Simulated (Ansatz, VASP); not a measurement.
**W in VASP and in Ansatz**

Contents of INCAR:

```
PREC     = Accurate       # precision mode
ENCUT    = 520            # plane-wave cutoff, eV
EDIFF    = 1E-6           # SCF threshold, eV
ISMEAR   = 1              # smearing method
SIGMA    = 0.2            # smearing width, eV
LREAL    = F              # projectors in reciprocal space
LASPH    = T              # aspherical terms in the spheres
NELM     = 100            # most SCF steps
ALGO     = Fast           # electronic algorithm
ISIF     = 2              # what is computed and relaxed
LWAVE    = F              # write WAVECAR
LCHARG   = F              # write CHGCAR
GGA      = PE             # functional
NBANDS   = 13             # bands
```

KPOINTS

```
Automatic mesh
0
Gamma
  22 22 22
```

Contents of POSCAR:

```
W
1.0
    0.0000000000      1.9972523380      2.0971149549
    1.9972523380      0.0000000000      2.0971149549
    1.9972523380      1.9972523380      0.0000000000
W
1
Direct
    0.0000000000      0.0000000000      0.0000000000
```

Input for Ansatz:

```yaml
crystal:
  lattice:
    - [0.0, 1.997252338, 2.0971149549]
    - [1.997252338, 0.0, 2.0971149549]
    - [1.997252338, 1.997252338, 0.0]
  atoms:
    - { symbol: W, position: [0.0, 0.0, 0.0] }
basis:
  ecutwfc: 420
kpoints:
  mp_grid: { grid: [22, 22, 22] }
hamiltonian:
  xc: pbe
scf:
  occupations: { method: methfessel_paxton, width: 0.2 }
output:
  forces: true
  stress: true
  eigenvalues: true
```

Alike in both runs: task single point; functional PBE; k mesh 22 × 22 × 22; occupations methfessel-paxton of order 1, width 0.2 eV; no spin polarisation.

|  | VASP | Ansatz |
| --- | --- | --- |
| version | VASP 6.6.1 | Ansatz 0.2.0 |
| potentials or method | VASP PAW PBE potentials, release 64 (W_sv), cutoff 520 eV | scalar-relativistic, plane waves, PAW |
| valence electrons in the cell | 14 | 14 |

Ansatz gave:

* gap on the k mesh at the Fermi level (eV): none
* pressure (GPa): -4.8
* traceless stress, the component that is largest in VASP (GPa): 7.56

Task: What did VASP give for the same quantities?

Result: gap on the k mesh at the Fermi level (eV): none; pressure (GPa): -4.4; traceless stress, the component that is largest in VASP (GPa): 7.62.

A gap of «none» marks a metal or a gap that the smearing closes. The functional is the same, so the differences come from potentials, cutoffs and numerics.

Spin-orbit coupling is off throughout.
